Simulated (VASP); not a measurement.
# TiSe (F-43m) in VASP: further runs

TiSe is run at these levels: PBEsol; tasks: single point.

Everything below comes from runs of VASP 6.6.1. Logs are shortened: lines on timing, memory, paths and dates and some standing lists are left out, and cuts for length are marked.

## (1) The cell of the first run

Symmetry: F-43m, No. 216, cubic system. The conventional cell has a = 5.739 Å, b = 5.739 Å, c = 5.739 Å, α = 90.00°, β = 90.00°, γ = 90.00°. Ti (site symmetry -43m) has 4 Se at 2.49 Å within 3.3 Å. Within 3.3 Å of Se (site symmetry -43m) lie 4 Ti at 2.49 Å.

## (2) Single point, PBEsol, collinear spin, ferromagnetic start (volume scaled by 1.020)

The input, INCAR:

```
SYSTEM = TiSe
PREC     = Accurate       ! precision mode
ENCUT    = 520            ! plane-wave cutoff, eV
EDIFF    = 1E-6           ! SCF threshold, eV
ISMEAR   = 0              ! smearing method
SIGMA    = 0.05           ! smearing width, eV
LREAL    = .False.        ! projectors in reciprocal space
LASPH    = .True.         ! aspherical terms in the spheres
NELM     = 150            ! most SCF steps
ALGO     = Normal         ! electronic algorithm
ISIF     = 2              ! what is computed and relaxed
LWAVE    = .False.        ! write WAVECAR
LCHARG   = .False.        ! write CHGCAR
ISPIN    = 2              ! spin polarisation
MAGMOM   = 0.79 0         ! initial moments
LORBIT   = 11             ! projections on sites
LMAXMIX  = 4              ! l up to which the mixer works
GGA      = PS             ! functional
NBANDS   = 20             ! bands
```

The input, KPOINTS:

```
regular mesh
0
Gamma
  10 10 10
  0 0 0
```

The input, POSCAR:

```
TiSe
1.0
    0.0000000000      2.8694557670      2.8694557670
    2.8694557670      0.0000000000      2.8694557670
    2.8694557670      2.8694557670      0.0000000000
Ti Se
1 1
Direct
    0.0000000000      0.0000000000      0.0000000000
    0.2500000000      0.2500000000      0.2500000000
```

Potentials or basis: VASP PAW PBE potentials, release 64 (Ti_sv, Se).

On the command line:

```console
cat potpaw_PBE.64/Ti_sv/POTCAR potpaw_PBE.64/Se/POTCAR > POTCAR
mpirun -np 1 vasp_std > vasp.out
```

OUTCAR:

```text
SYSTEM = TiSe
   PREC = Accurate
   ENCUT = 520
   EDIFF = 1E-6
   ISMEAR = 0
   LREAL = .False.
   LASPH = .True.
   NELM = 150
   ISIF = 2
   ISPIN = 2
   LORBIT = 11
   GGA = PS

 ion  position               nearest neighbor table
   1  0.000  0.000  0.000-   2 2.49   2 2.49   2 2.49   2 2.49
   2  0.250  0.250  0.250-   1 2.49   1 2.49   1 2.49   1 2.49

  LATTYP: Found a face centered cubic cell.
 ALAT       =     5.7389115340

  Lattice vectors:

 A1 = (   0.0000000000,   2.8694557670,   2.8694557670)
 A2 = (   2.8694557670,   0.0000000000,   2.8694557670)
 A3 = (   2.8694557670,   2.8694557670,   0.0000000000)

Analysis of symmetry for initial positions (statically):
=====================================================================
 Subroutine PRICEL returns:
 Original cell was already a primitive cell.

 Routine SETGRP: Setting up the symmetry group for a
 face centered cubic supercell.

 Subroutine GETGRP returns: Found 24 space group operations
 (whereof 24 operations were pure point group operations)
 out of a pool of 48 trial point group operations.

The static configuration has the point symmetry T_d .

Analysis of symmetry for dynamics (positions and initial velocities):
=====================================================================
 Subroutine PRICEL returns:
 Original cell was already a primitive cell.

 Routine SETGRP: Setting up the symmetry group for a
 face centered cubic supercell.

 Subroutine GETGRP returns: Found 24 space group operations
 (whereof 24 operations were pure point group operations)
 out of a pool of 48 trial point group operations.

The dynamic configuration has the point symmetry T_d .

Analysis of structural, dynamic, and magnetic symmetry:
=====================================================================
 Subroutine PRICEL returns:
 Original cell was already a primitive cell.

 Routine SETGRP: Setting up the symmetry group for a
 face centered cubic supercell.

 Subroutine GETGRP returns: Found 24 space group operations
 (whereof 24 operations were pure point group operations)
 out of a pool of 48 trial point group operations.

The overall configuration has the point symmetry T_d .

 Subroutine INISYM returns: Found 24 space group operations
 (whereof 24 operations are pure point group operations),
 and found     1 'primitive' translations

----------------------------------------------------------------------------------------

                                     Primitive cell

  volume of cell :      47.2529

  direct lattice vectors                    reciprocal lattice vectors
     0.000000000  2.869455767  2.869455767    -0.174249070  0.174249070  0.174249070
     2.869455767  0.000000000  2.869455767     0.174249070 -0.174249070  0.174249070
     2.869455767  2.869455767  0.000000000     0.174249070  0.174249070 -0.174249070

  length of vectors
     4.058023262  4.058023262  4.058023262     0.301808243  0.301808243  0.301808243

  position of ions in fractional coordinates (direct lattice)
     0.000000000  0.000000000  0.000000000
     0.250000000  0.250000000  0.250000000

  ion indices of the primitive-cell ions
   primitive index   ion index
                 1           1
                 2           2

----------------------------------------------------------------------------------------

 KPOINTS: regular mesh

Automatic generation of k-mesh.
 Grid dimensions read from file:
 generate k-points for:   10   10   10

 Generating k-lattice:

  Cartesian coordinates                     Fractional coordinates (reciprocal lattice)
    -0.017424907  0.017424907  0.017424907     0.100000000  0.000000000  0.000000000
     0.017424907 -0.017424907  0.017424907     0.000000000  0.100000000  0.000000000
     0.017424907  0.017424907 -0.017424907     0.000000000  0.000000000  0.100000000

  Length of vectors
     0.030180824  0.030180824  0.030180824

  Shift w.r.t. Gamma in fractional coordinates (k-lattice)
     0.000000000  0.000000000  0.000000000

 Subroutine IBZKPT returns following result:
 ===========================================

 Found     47 irreducible k-points:

 Following reciprocal coordinates:
            Coordinates               Weight
  0.000000  0.000000  0.000000      1.000000
  0.100000  0.000000  0.000000      8.000000
  0.200000  0.000000  0.000000      8.000000
  0.300000  0.000000  0.000000      8.000000
  0.400000  0.000000  0.000000      8.000000
  0.500000  0.000000  0.000000      4.000000
[... 16 lines left out ...]
  0.300000  0.300000  0.000000      6.000000
  0.400000  0.300000  0.000000     24.000000
 [... further k-points ...]
   k-points           NKPTS =     47   k-points in BZ     NKDIM =     47   number of bands    NBANDS=     20
   number of dos      NEDOS =    301   number of ions     NIONS =      2
   total plane-waves  NPLWV =  27000
   dimension x,y,z NGX =    30 NGY =   30 NGZ =   30
   dimension x,y,z NGXF=    60 NGYF=   60 NGZF=   60
   ions per type =               1   1
   NGX,Y,Z   is equivalent  to a cutoff of  12.29, 12.29, 12.29 a.u.
   NGXF,Y,Z  is equivalent  to a cutoff of  24.58, 24.58, 24.58 a.u.
 SYSTEM =  TiSe
   PREC   = accura    normal or accurate (medium, high low for compatibility)
   ISTART =      0    job   : 0-new  1-cont  2-samecut
   ICHARG =      2    charge: 1-file 2-atom 10-const
   ISPIN  =      2    spin polarized calculation?
   LNONCOLLINEAR =      F non collinear calculations
   LSORBIT =      F    spin-orbit coupling
   LASPH  =      T    aspherical Exc in radial PAW
   ENCUT  =  520.0 eV  38.22 Ry    6.18 a.u.   7.55  7.55  7.55*2*pi/ulx,y,z
   NELM   =    150;   NELMIN=  2; NELMDL= -5     # of ELM steps
   EDIFF  = 0.1E-05   stopping-criterion for ELM
   LREAL  =      F    real-space projection
   EDIFFG = 0.1E-04   stopping-criterion for IOM
   NSW    =      0    number of steps for IOM
   IBRION =     -1    ionic relax: 0-MD 1-quasi-New 2-CG
   NFREE  =      0    steps in history (QN), initial steepest desc. (CG)
   ISIF   =      2    stress and relaxation
   ISYM   =      2    0-nonsym 1-usesym 2-fastsym
   POTIM  = 0.5000    time-step for ionic-motion
   TEBEG  =    0.0;   TEEND  =   0.0 temperature during run
   PSTRESS=    0.0 pullay stress
   NELECT =      18.0000    total number of electrons
   NUPDOWN=      -1.0000    fix difference up-down
   EMIN   =  10.00;   EMAX   =-10.00  energy-range for DOS
   EFERMI =   0.00;   METHOD = LEGACY
   ISMEAR =     0;   SIGMA  =   0.05  broadening in eV -4-tet -1-fermi 0-gaus
   EFERMI_NEDOS =   21; number of points for ismear=-14 and -15
   IALGO  =     38    algorithm
   IMIX   =      4    mixing-type and parameters
     AMIX     =   0.40;   BMIX     =  1.00
     AMIX_MAG =   1.60;   BMIX_MAG =  1.00
  volume/ion in A,a.u.               =      23.63       159.44
  Fermi-wavevector in a.u.,A,eV,Ry     =   1.186742  2.242616 19.161839  1.408355
  Thomas-Fermi vector in A             =   2.322908
   LORBIT       =     11    0 simple, 1 ext, 2 COOP (PROOUT), +10 PAW based schemes
   GGA     = PS    functional components
   LHFCALC =     F    Hartree Fock is set to
   AEXX    =    0.0000 exact exchange contribution
   IVDW    =     0    specifies the selected vdW correction
   LEPSILON=     F    determine dielectric tensor
   LRPA    =     F    only Hartree local field effects (RPA)
 spin polarized calculation
 Gauss-broadening in eV      SIGMA  =   0.05
  energy-cutoff  :      520.00
  volume of cell :       47.25
 maximum number of plane-waves:      1295
   NGX = 15   NGY = 15   NGZ = 15

 number of electron      17.9999994 magnetization       1.0465664

 Free energy of the ion-electron system (eV)
  ---------------------------------------------------
  ext. energy  EPLUGINS =         0.00000000
  ---------------------------------------------------
  free energy    TOTEN  =       -13.37499861 eV

  energy without entropy =      -13.37055346  energy(sigma->0) =      -13.37277604

 E-fermi :   5.2790     XC(G=0):  -9.7157

 val. band max:        5.2754099082   @ k =  -0.4000   0.3000   0.0000
 cond. band min:       5.2811598637   @ k =  -0.3000   0.1000   0.0000
 fundamental gap:      0.0057499555
 Fermi energy:         5.2790258118

 spin component 1

 k-point     1 :       0.0000    0.0000    0.0000
  band No.  band energies     occupation
      1     -52.2655      1.00000
      2     -28.6652      1.00000
      3     -28.6652      1.00000
      4     -28.6652      1.00000
      5      -9.2993      1.00000
      6       1.1435      1.00000
[... 12 lines left out ...]
     19      16.9604      0.00000
     20      16.9604      0.00000
[... 507 lines left out ...]
 k-point    24 :       0.4000    0.3000    0.0000
  band No.  band energies     occupation
      1     -52.2633      1.00000
      2     -28.6934      1.00000
      3     -28.6753      1.00000
      4     -28.6744      1.00000
      5      -8.6523      1.00000
      6      -0.2490      1.00000
[... 12 lines left out ...]
     19      17.0434      0.00000
     20      19.6146      0.00000

 [... further k-points ...]

 spin component 2

 k-point     1 :       0.0000    0.0000    0.0000
  band No.  band energies     occupation
      1     -51.4434      1.00000
      2     -27.8397      1.00000
      3     -27.8397      1.00000
      4     -27.8397      1.00000
      5      -9.2566      1.00000
      6       1.3494      1.00000
[... 12 lines left out ...]
     19      17.2786      0.00000
     20      17.2789      0.00000
[... 507 lines left out ...]
 k-point    24 :       0.4000    0.3000    0.0000
  band No.  band energies     occupation
      1     -51.4411      1.00000
      2     -27.8700      1.00000
      3     -27.8504      1.00000
      4     -27.8495      1.00000
      5      -8.6312      1.00000
      6      -0.0411      1.00000
[... 12 lines left out ...]
     19      17.2168      0.00000
     20      19.8693      0.00000

 [... further k-points ...]

------------------------ aborting loop because EDIFF is reached ----------------------------------------

  FORCE on cell =-STRESS in cart. coord.  units (eV):
  Direction    XX          YY          ZZ          XY          YZ          ZX
  --------------------------------------------------------------------------------------
  -------------------------------------------------------------------------------------
  Total       -0.3178402     -0.3178402     -0.3178402      0.0000000     -0.0000000      0.0000000
  in kB      -10.7768239    -10.7768239    -10.7768239      0.0000000     -0.0000000      0.0000000
  external PRESSURE =     -10.7768239 kB  Pullay stress =       0.0000000 kB

 VOLUME and BASIS-vectors are now :
 -----------------------------------------------------------------------------
  energy-cutoff  :      520.00
  volume of cell :       47.25
      direct lattice vectors                 reciprocal lattice vectors
     0.000000000  2.869455767  2.869455767    -0.174249070  0.174249070  0.174249070
     2.869455767  0.000000000  2.869455767     0.174249070 -0.174249070  0.174249070
     2.869455767  2.869455767  0.000000000     0.174249070  0.174249070 -0.174249070

 POSITION                                       TOTAL-FORCE (eV/Angst)
 -----------------------------------------------------------------------------------
      0.00000      0.00000      0.00000         0.000000      0.000000      0.000000
      1.43473      1.43473      1.43473        -0.000000     -0.000000     -0.000000
 -----------------------------------------------------------------------------------
    total drift:                                0.000000      0.000000      0.000000

  FREE ENERGIE OF THE ION-ELECTRON SYSTEM (eV)
  ---------------------------------------------------
  free  energy   TOTEN  =       -13.3749986089 eV

  energy  without entropy=      -13.3705534619  energy(sigma->0) =      -13.37277604

 total charge

# of ion       s       p       d       tot
------------------------------------------
    1        2.159   6.090   2.004  10.253
    2        1.434   2.484   0.061   3.979
--------------------------------------------------
tot          3.593   8.573   2.066  14.232

 magnetization (x)

# of ion       s       p       d       tot
------------------------------------------
    1        0.009   0.005   0.845   0.859
    2       -0.005  -0.044   0.025  -0.025
--------------------------------------------------
tot          0.004  -0.039   0.869   0.834
```

Run time: 36 s. Hardware: 1 thread of AMD EPYC 9R45 (Zen 5), shared host; peak memory 0.2 GiB.

Results:

| Property | Result |
| --- | --- |
| Free energy | -13.3750 eV |
| Pressure | -1.1 GPa |
| Net moment | 1.05 μB per cell |
| Site moments | Ti +0.86; Se -0.03 μB |
| Valence electrons inside the program's atomic spheres | Ti 10.25; Se 3.98 |

Caveat: the PAW data sets were made with another functional, which shifts forces and pressure a little.

## (3) Single point, PBEsol, collinear spin, ferromagnetic start (volume scaled by 1.040)

The input, INCAR:

```
SYSTEM = TiSe
PREC = Accurate
ENCUT = 520
EDIFF = 1E-7
ISMEAR = 0
SIGMA = 0.05
LREAL = .False.
LASPH = .True.
NELM = 150
ALGO = Normal
ISIF = 2
LWAVE = .False.
LCHARG = .True.
ISPIN = 2
MAGMOM = 0.86 0
LORBIT = 11
LMAXMIX = 4
GGA = PS
LELF = .True.
LVHAR = .True.
NBANDS = 20
```

KPOINTS is that of step 2.

The input, POSCAR:

```
TiSe
1.0
    0.0000000000      2.8880891188      2.8880891188
    2.8880891188      0.0000000000      2.8880891188
    2.8880891188      2.8880891188      0.0000000000
Ti Se
1 1
Direct
    0.0000000000      0.0000000000      0.0000000000
    0.2500000000      0.2500000000      0.2500000000
```

Potentials or basis: VASP PAW PBE potentials, release 64 (Ti_sv, Se).

On the command line:

```console
cat potpaw_PBE.64/Ti_sv/POTCAR potpaw_PBE.64/Se/POTCAR > POTCAR
mpirun -np 1 vasp_std > vasp.out
```

It took 40 s on 1 thread of AMD EPYC 9R45 (Zen 5), shared host; peak memory 0.2 GiB.

Results (log left out):

```
Free energy                                           : -13.3655 eV
Pressure                                              : -2.3 GPa
Net moment                                            : 1.11 μB per cell
Site moments                                          : Ti +0.91; Se -0.03 μB
Valence electrons inside the program's atomic spheres : Ti 10.23; Se 3.97
```

Levels at points of the mesh, in eV from the Fermi level:
Spin up:
```
           k point  band 8  band 9  band 10  band 11  band 12  band 13
(0.00, 0.00, 0.00)   -4.08   -0.17    -0.17     0.80     3.17     3.17
(0.50, 0.00, 0.00)   -3.90    0.05     0.05     0.22     1.74     1.74
(0.50, 0.50, 0.00)   -3.74   -1.08     0.09     0.35     0.75     0.75
```
Spin down:
| k point | band 4 | band 5 | band 6 | band 7 | band 8 | band 9 | band 10 | band 11 | band 12 | band 13 |
| --- | --- | --- | --- | --- | --- | --- | --- | --- | --- | --- |
| (0.00, 0.00, 0.00) | -33.09 | -14.46 | -3.87 | -3.87 | -3.87 | 0.82 | 0.82 | 1.06 | 3.66 | 3.66 |
| (0.50, 0.00, 0.00) | -33.10 | -13.89 | -5.46 | -3.69 | -3.69 | 0.82 | 1.01 | 1.01 | 2.27 | 2.27 |
| (0.50, 0.50, 0.00) | -33.11 | -13.70 | -5.47 | -3.61 | -3.61 | -0.64 | 0.93 | 1.39 | 1.39 | 1.42 |

Caveat: the PAW data sets were made with another functional, which shifts forces and pressure a little.

[end of part 1 of 3]
